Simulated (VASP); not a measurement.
# Zn7S8 (a cell with a defect) in VASP: notebook

The runs below take Zn7S8 (a cell with a defect) through single point, with r2SCAN.

Everything below comes from runs of VASP 6.6.1. Logs are shortened: lines on timing, memory, paths and dates and some standing lists are left out, and cuts for length are marked.

## (1) The cell of the first run

The cell holds a defect, 15 atoms: a = 7.620 Å, b = 7.620 Å, c = 7.620 Å, α = 60.00°, β = 60.00°, γ = 60.00°.

## (2) Single point, r2SCAN

File POSCAR:

```
Zn7S8
1.0
    0.0000000000      5.3884039933     -5.3884039933
    5.3884039933      5.3884039933      0.0000000000
    5.3884039933      0.0000000000     -5.3884039933
Zn S
7 8
Direct
    0.0009412806     -0.0647217618      0.5009412812
    0.4639289302      0.0032231251      0.5067525567
    0.5138551236      0.4987959335      0.5177820749
    0.0067526488      0.0032230323      0.9639290236
    0.0177821671      0.4987958407      1.0138552170
    0.5003173488     -0.0025469508      1.0003173494
    0.4891929045      0.5215694672      0.9891929051
    0.1222139247      0.1128087279      0.1249086002
    0.1216542043      0.6359560278      0.1392466120
    0.6187440667      0.1362358875      0.1187440661
    0.6335452955      0.6199069343      0.1335452948
    0.1007001332      0.1275351664      0.6007001338
    0.1462167649      0.5771206101      0.6462167655
    0.6249086008      0.1128087279      0.6222139253
    0.6392466126      0.6359560278      0.6216542049
```

File INCAR.step1:

```
SYSTEM = Zn7S8
PREC = Accurate
ENCUT = 520
ISMEAR = 0
SIGMA = 0.02
LREAL = Auto
LASPH = .TRUE.
NELM = 80
NBANDS = 79
NELECT = 134.0
GGA = PE
ALGO = Normal
EDIFF = 1E-4
LWAVE = .TRUE.
LCHARG = .FALSE.
```

File INCAR.step2:

```
SYSTEM = Zn7S8
PREC = Accurate
ENCUT = 520
EDIFF = 1E-6
ISMEAR = 0
SIGMA = 0.02
LREAL = Auto
LASPH = .TRUE.
NELM = 80
ALGO = Normal
ISIF = 2
LWAVE = .FALSE.
LCHARG = .FALSE.
METAGGA = R2SCAN
LMIXTAU = .TRUE.
NBANDS = 79
NELECT = 134.0
ISTART = 1
```

File KPOINTS:

```
regular mesh
0
G
  2 2 2
  0 0 0
```

Potentials or basis: VASP PAW PBE potentials, release 64 (Zn, S).

Started as:

```bash
cat potpaw_PBE.64/Zn/POTCAR potpaw_PBE.64/S/POTCAR > POTCAR
cp INCAR.step1 INCAR
mpirun -np 1 vasp_std > vasp.out
cp INCAR.step2 INCAR
mpirun -np 1 vasp_std > vasp.out
```

OUTCAR:

```text
SYSTEM = Zn7S8
   PREC = Accurate
   ENCUT = 520
   EDIFF = 1E-6
   ISMEAR = 0
   LREAL = Auto
   LASPH = .TRUE.
   NELM = 80
   ISIF = 2
   METAGGA = R2SCAN
   NELECT = 134.0
   ISTART = 1

 ion  position               nearest neighbor table
   1  0.001  0.935  0.501-  13 2.25  14 2.37   8 2.37  12 2.47
   2  0.464  0.003  0.507-  12 2.27  15 2.32  14 2.41  10 2.42
   3  0.514  0.499  0.518-  15 2.28  13 2.31  11 2.39  14 2.42
   4  0.007  0.003  0.964-  12 2.27   9 2.32   8 2.41  10 2.42
   5  0.018  0.499  0.014-   9 2.28  13 2.31  11 2.39   8 2.42
   6  0.500  0.997  0.000-  10 2.34  11 2.35  14 2.35   8 2.35
   7  0.489  0.522  0.989-   9 2.29  15 2.29  10 2.40  11 2.42
   8  0.122  0.113  0.125-   6 2.35   1 2.37   4 2.41   5 2.42
   9  0.122  0.636  0.139-   5 2.28   7 2.29   4 2.32
  10  0.619  0.136  0.119-   6 2.34   7 2.40   2 2.42   4 2.42
  11  0.634  0.620  0.134-   6 2.35   3 2.39   5 2.39   7 2.42
  12  0.101  0.128  0.601-   2 2.27   4 2.27   1 2.47
  13  0.146  0.577  0.646-   1 2.25   3 2.31   5 2.31
  14  0.625  0.113  0.622-   6 2.35   1 2.37   2 2.41   3 2.42
  15  0.639  0.636  0.622-   3 2.28   7 2.29   2 2.32

  LATTYP: Found a face centered cubic cell.
 ALAT       =    10.7768079866

  Lattice vectors:

 A1 = (   0.0000000000,   5.3884039933,  -5.3884039933)
 A2 = (   5.3884039933,   5.3884039933,   0.0000000000)
 A3 = (   5.3884039933,   0.0000000000,  -5.3884039933)

Analysis of symmetry for initial positions (statically):
=====================================================================
 Subroutine PRICEL returns:
 Original cell was already a primitive cell.

 Routine SETGRP: Setting up the symmetry group for a
 face centered cubic supercell.

 Subroutine GETGRP returns: Found  2 space group operations
 (whereof  1 operations were pure point group operations)
 out of a pool of 48 trial point group operations.

The static configuration has the point symmetry C_1 .
 The point group associated with its full space group is C_1h.

Analysis of symmetry for dynamics (positions and initial velocities):
=====================================================================
 Subroutine PRICEL returns:
 Original cell was already a primitive cell.

 Routine SETGRP: Setting up the symmetry group for a
 face centered cubic supercell.

 Subroutine GETGRP returns: Found  2 space group operations
 (whereof  1 operations were pure point group operations)
 out of a pool of 48 trial point group operations.

The dynamic configuration has the point symmetry C_1 .
 The point group associated with its full space group is C_1h.

 Subroutine INISYM returns: Found  2 space group operations
 (whereof  1 operations are pure point group operations),
 and found     1 'primitive' translations

----------------------------------------------------------------------------------------

                                     Primitive cell

  volume of cell :     312.9035

  direct lattice vectors                    reciprocal lattice vectors
     0.000000000  5.388403993 -5.388403993    -0.092791855  0.092791855 -0.092791855
     5.388403993  5.388403993  0.000000000     0.092791855  0.092791855  0.092791855
     5.388403993  0.000000000 -5.388403993     0.092791855 -0.092791855 -0.092791855

  length of vectors
     7.620354007  7.620354007  7.620354007     0.160720207  0.160720207  0.160720207

  position of ions in fractional coordinates (direct lattice)
     0.000941281  0.935278238  0.500941281
     0.463928930  0.003223125  0.506752557
     0.513855124  0.498795933  0.517782075
     0.006752649  0.003223032  0.963929024
     0.017782167  0.498795841  0.013855217
     0.500317349  0.997453049  0.000317349
     0.489192905  0.521569467  0.989192905
     0.122213925  0.112808728  0.124908600
     0.121654204  0.635956028  0.139246612
     0.618744067  0.136235887  0.118744066
     0.633545295  0.619906934  0.133545295
     0.100700133  0.127535166  0.600700134
     0.146216765  0.577120610  0.646216766
     0.624908601  0.112808728  0.622213925
     0.639246613  0.635956028  0.621654205

  ion indices of the primitive-cell ions
   primitive index   ion index
                 1           1
                 2           2
                 3           3
                 4           4
                 5           5
                 6           6
                 7           7
                 8           8
                 9           9
                10          10
                11          11
                12          12
                13          13
                14          14
                15          15

----------------------------------------------------------------------------------------

 KPOINTS: regular mesh

Automatic generation of k-mesh.
 Grid dimensions read from file:
 generate k-points for:    2    2    2

 Generating k-lattice:

  Cartesian coordinates                     Fractional coordinates (reciprocal lattice)
    -0.046395927  0.046395927 -0.046395927     0.500000000  0.000000000  0.000000000
     0.046395927  0.046395927  0.046395927     0.000000000  0.500000000  0.000000000
     0.046395927 -0.046395927 -0.046395927     0.000000000  0.000000000  0.500000000

  Length of vectors
     0.080360103  0.080360103  0.080360103

  Shift w.r.t. Gamma in fractional coordinates (k-lattice)
     0.000000000  0.000000000  0.000000000

 Subroutine IBZKPT returns following result:
 ===========================================

 Found      6 irreducible k-points:

 Following reciprocal coordinates:
            Coordinates               Weight
  0.000000  0.000000  0.000000      1.000000
  0.500000  0.000000  0.000000      2.000000
  0.000000  0.500000  0.000000      1.000000
  0.500000  0.500000  0.500000      1.000000
  0.500000  0.500000  0.000000      2.000000
  0.500000  0.000000  0.500000      1.000000
   k-points           NKPTS =      6   k-points in BZ     NKDIM =      6   number of bands    NBANDS=     79
   number of dos      NEDOS =    301   number of ions     NIONS =     15
   total plane-waves  NPLWV = 216000
   dimension x,y,z NGX =    60 NGY =   60 NGZ =   60
   dimension x,y,z NGXF=   120 NGYF=  120 NGZF=  120
   ions per type =               7   8
   NGX,Y,Z   is equivalent  to a cutoff of  13.09, 13.09, 13.09 a.u.
   NGXF,Y,Z  is equivalent  to a cutoff of  26.18, 26.18, 26.18 a.u.
 SYSTEM =  Zn7S8
   PREC   = accura    normal or accurate (medium, high low for compatibility)
   ISTART =      1    job   : 0-new  1-cont  2-samecut
   ICHARG =      0    charge: 1-file 2-atom 10-const
   ISPIN  =      1    spin polarized calculation?
   LNONCOLLINEAR =      F non collinear calculations
   LSORBIT =      F    spin-orbit coupling
   LASPH  =      T    aspherical Exc in radial PAW
   ENCUT  =  520.0 eV  38.22 Ry    6.18 a.u.  14.17 14.17 14.17*2*pi/ulx,y,z
   NELM   =     80;   NELMIN=  2; NELMDL=  0     # of ELM steps
   EDIFF  = 0.1E-05   stopping-criterion for ELM
   LREAL  =      T    real-space projection
   EDIFFG = 0.1E-04   stopping-criterion for IOM
   NSW    =      0    number of steps for IOM
   IBRION =     -1    ionic relax: 0-MD 1-quasi-New 2-CG
   NFREE  =      0    steps in history (QN), initial steepest desc. (CG)
   ISIF   =      2    stress and relaxation
   ISYM   =      2    0-nonsym 1-usesym 2-fastsym
   POTIM  = 0.5000    time-step for ionic-motion
   TEBEG  =    0.0;   TEEND  =   0.0 temperature during run
   PSTRESS=    0.0 pullay stress
   NELECT =     134.0000    total number of electrons
   NUPDOWN=      -1.0000    fix difference up-down
   EMIN   =  10.00;   EMAX   =-10.00  energy-range for DOS
   EFERMI =   0.00;   METHOD = LEGACY
   ISMEAR =     0;   SIGMA  =   0.02  broadening in eV -4-tet -1-fermi 0-gaus
   EFERMI_NEDOS =   21; number of points for ismear=-14 and -15
   IALGO  =     38    algorithm
   IMIX   =      4    mixing-type and parameters
     AMIX     =   0.40;   BMIX     =  1.00
     AMIX_MAG =   1.60;   BMIX_MAG =  1.00
  volume/ion in A,a.u.               =      20.86       140.77
  Fermi-wavevector in a.u.,A,eV,Ry     =   1.233975  2.331874 20.717506  1.522694
  Thomas-Fermi vector in A             =   2.368684
   LORBIT       =      0    0 simple, 1 ext, 2 COOP (PROOUT), +10 PAW based schemes
   METAGGA = R2SCAN    functional components
   LHFCALC =     F    Hartree Fock is set to
   AEXX    =    0.0000 exact exchange contribution
   IVDW    =     0    specifies the selected vdW correction
   LEPSILON=     F    determine dielectric tensor
   LRPA    =     F    only Hartree local field effects (RPA)
 non-spin polarized calculation
 Gauss-broadening in eV      SIGMA  =   0.02
  energy-cutoff  :      520.00
  volume of cell :      312.90
 maximum number of plane-waves:      8424
 NGX is ok and might be reduce to    60
   NGX = 29   NGY = 29   NGZ = 29

 number of electron     134.0000005 magnetization

 Free energy of the ion-electron system (eV)
  ---------------------------------------------------
  ext. energy  EPLUGINS =         0.00000000
  ---------------------------------------------------
  free energy    TOTEN  =      -133.87571819 eV

  energy without entropy =     -133.87571819  energy(sigma->0) =     -133.87571819

 E-fermi :   2.0393     XC(G=0): -10.1135

 val. band max:        1.9058042610   @ k =   0.0000   0.0000   0.0000
 cond. band min:       4.2467478919   @ k =   0.0000   0.0000   0.0000
 fundamental gap:      2.3409436310
 Fermi energy:         2.0392515303

 k-point     1 :       0.0000    0.0000    0.0000
  band No.  band energies     occupation
      1     -12.0499      2.00000
      2     -11.1968      2.00000
      3     -11.1880      2.00000
      4     -11.1401      2.00000
      5     -10.7644      2.00000
      6     -10.4689      2.00000
[... 71 lines left out ...]
     78       8.2971      0.00000
     79       8.3855      0.00000
[... 408 lines left out ...]
     78       7.9854      0.00000
     79       8.3990      0.00000

------------------------ aborting loop because EDIFF is reached ----------------------------------------

  FORCE on cell =-STRESS in cart. coord.  units (eV):
  Direction    XX          YY          ZZ          XY          YZ          ZX
  --------------------------------------------------------------------------------------
  -------------------------------------------------------------------------------------
  Total       12.7220178     12.7220178     12.8004837     -0.3539536      0.2183124      0.2181480
  in kB       65.1412576     65.1412576     65.5430306     -1.8123686      1.1178370      1.1169952
  external PRESSURE =      65.2751820 kB  Pullay stress =       0.0000000 kB

 VOLUME and BASIS-vectors are now :
 -----------------------------------------------------------------------------
  energy-cutoff  :      520.00
  volume of cell :      312.90
      direct lattice vectors                 reciprocal lattice vectors
     0.000000000  5.388403993 -5.388403993    -0.092791855  0.092791855 -0.092791855
     5.388403993  5.388403993  0.000000000     0.092791855  0.092791855  0.092791855
     5.388403993  0.000000000 -5.388403993     0.092791855 -0.092791855 -0.092791855

 POSITION                                       TOTAL-FORCE (eV/Angst)
 -----------------------------------------------------------------------------------
      7.73893      5.04473     -2.70435         0.554253      0.554253     -0.340855
      2.74796      2.51720     -5.23042        -0.105302     -0.015154     -0.060500
      5.47773      5.45657     -5.55888         0.043598     -0.088702      0.089171
      5.21141      0.05375     -5.23042        -0.015154     -0.105302     -0.060500
      2.76237      2.78353     -0.17048        -0.088702      0.043598      0.089171
      5.37639      8.07059     -2.69762        -0.017008     -0.017008      0.002652
      8.14060      5.44640     -7.96614        -0.018259     -0.018259      0.024236
      1.28092      1.26640     -1.33160        -0.021438      0.044707      0.043819
      4.17710      4.08231     -1.40584        -0.076190     -0.082084     -0.003464
      1.37394      4.06814     -3.97388        -0.018944     -0.018944     -0.034635
      4.05991      6.75411     -4.13339        -0.025726     -0.025726      0.027837
      3.92403      1.22982     -3.77943        -0.099411     -0.099411     -0.032336
      6.59184      3.89763     -4.26995        -0.074340     -0.074340      0.215051
      3.96060      3.97512     -6.72000         0.044707     -0.021438      0.043819
      6.77651      6.87131     -6.79424        -0.082084     -0.076190     -0.003464
 -----------------------------------------------------------------------------------
    total drift:                               -0.001940     -0.004432      0.040034

  FREE ENERGIE OF THE ION-ELECTRON SYSTEM (eV)
  ---------------------------------------------------
  free  energy   TOTEN  =      -133.8757181878 eV

  energy  without entropy=     -133.8757181878  energy(sigma->0) =     -133.87571819
```

Run time: 18 min. Hardware: 1 thread of Intel Xeon Platinum 8259CL at 2.50GHz (Skylake/Cascade Lake), shared host; peak memory 0.57 GiB.

What came out:

| Quantity | Value |
| --- | --- |
| Free energy | -133.8757 eV |
| Largest force | 0.855 eV/Å |

Forces in eV/Å, atoms in the order of the input:
```
Zn   0.554  0.554 -0.341
Zn  -0.105 -0.015 -0.060
Zn   0.044 -0.089  0.089
Zn  -0.015 -0.105 -0.060
Zn  -0.089  0.044  0.089
Zn  -0.017 -0.017  0.003
Zn  -0.018 -0.018  0.024
S   -0.021  0.045  0.044
S   -0.076 -0.082 -0.003
S   -0.019 -0.019 -0.035
S   -0.026 -0.026  0.028
S   -0.099 -0.099 -0.032
S   -0.074 -0.074  0.215
S    0.045 -0.021  0.044
S   -0.082 -0.076 -0.003
```

Caveat: the k points lie up to 0.50 Å⁻¹ apart; the cell carries a net charge on a neutralising background, which shifts energy and pressure; the cell is charged against a uniform background, so pressure and absolute levels hang on convention; the PAW data sets were made with another functional, which shifts forces and pressure a little.

## (3) Single point, r2SCAN

File POSCAR:

```
Zn7S8
1.0
    0.0000000000      5.3884039933     -5.3884039933
    5.3884039933      5.3884039933      0.0000000000
    5.3884039933      0.0000000000     -5.3884039933
Zn S
7 8
Direct
   -0.0252266720     -0.1290691086      0.4747733286
    0.4518431623      0.0120119984      0.5090142653
    0.5300976882      0.4893590947      0.5152873659
    0.0090142647      0.0120119984      0.9518431629
    0.0152874580      0.4893590019      1.0300975960
    0.4999943403     -0.0055733572      0.9999943409
    0.4906128054      0.5186144178      0.9906128061
    0.1205436713      0.1021616049      0.1333647219
    0.1209598428      0.6419753427      0.1409319904
    0.6166890055      0.1361493127      0.1166890049
    0.6357028917      0.6157866047      0.1357028910
    0.0977757979      0.1412524935      0.5977757985
    0.1624091291      0.5651571419      0.6624091298
    0.6333647225      0.1021616049      0.6205436720
    0.6409319910      0.6419753427      0.6209598434
```

File INCAR.step1:

```
SYSTEM = Zn7S8
PREC = Accurate ; ENCUT = 520
ISMEAR = 0 ; SIGMA = 0.02
LREAL = Auto ; LASPH = .True.
NELM = 100 ; NBANDS = 79
NELECT = 134.0 ; GGA = PE
ALGO = Normal ; EDIFF = 1E-4
LWAVE = .True. ; LCHARG = .False.
```

File INCAR.step2:

```
SYSTEM = Zn7S8
PREC = Accurate ; ENCUT = 520
EDIFF = 1E-6 ; ISMEAR = 0
SIGMA = 0.02 ; LREAL = Auto
LASPH = .True. ; NELM = 100
ALGO = Normal ; ISIF = 2
LWAVE = .False. ; LCHARG = .False.
METAGGA = R2SCAN ; LMIXTAU = .True.
NBANDS = 79 ; NELECT = 134.0
ISTART = 1
```

File KPOINTS:

```
Automatic mesh
0
Gamma
  2 2 2
  0 0 0
```

Potentials or basis: VASP PAW PBE potentials, release 64 (Zn, S).

Started as:

```bash
cat potpaw_PBE.64/Zn/POTCAR potpaw_PBE.64/S/POTCAR > POTCAR
cp INCAR.step1 INCAR
mpirun -np 1 vasp_std > vasp.out
cp INCAR.step2 INCAR
mpirun -np 1 vasp_std > vasp.out
```

Wall time 20 min (1 thread of Intel Xeon Platinum 8259CL at 2.50GHz (Skylake/Cascade Lake), shared host); peak memory 0.57 GiB.

The run converged. Its results:

```yaml
Free_energy: -132.9511 eV
Largest_force: 0.864 eV/Å
```

Forces in eV/Å, atoms in the order of the input:
```
Zn   0.596  0.596 -0.189
Zn  -0.103 -0.061 -0.012
Zn   0.073  0.025  0.036
Zn  -0.061 -0.103 -0.012
Zn   0.025  0.073  0.036
Zn  -0.020 -0.020 -0.056
Zn  -0.026 -0.026  0.061
S   -0.033  0.039  0.048
S   -0.071 -0.062 -0.016
S   -0.016 -0.016 -0.042
S   -0.033 -0.033  0.025
S   -0.107 -0.107  0.003
S   -0.201 -0.201  0.088
S    0.039 -0.033  0.048
S   -0.062 -0.071 -0.016
```

Levels at points of the mesh, in eV from the Fermi level:
```tsv
k point	band 65	band 66	band 67	band 68	band 69	band 70
(0.00, 0.00, 0.00)	-0.76	-0.74	-0.13	1.16	2.13	2.51
(0.50, 0.00, 0.00)	-1.46	-1.00	-0.32	2.37	2.83	3.32
(0.00, 0.50, 0.00)	-1.01	-0.98	-0.65	2.51	3.09	3.31
(0.50, 0.50, 0.50)	-1.51	-0.86	-0.44	2.19	3.05	3.23
(0.50, 0.50, 0.00)	-1.26	-1.21	-0.64	3.04	3.82	3.94
(0.50, 0.00, 0.50)	-1.53	-1.22	-0.50	3.00	3.58	3.92
```

Caveat: the k points lie up to 0.50 Å⁻¹ apart; the cell carries a net charge on a neutralising background, which shifts energy and pressure; the cell is charged against a uniform background, so pressure and absolute levels hang on convention; the PAW data sets were made with another functional, which shifts forces and pressure a little.

(Part 1 of 2 ends here.)
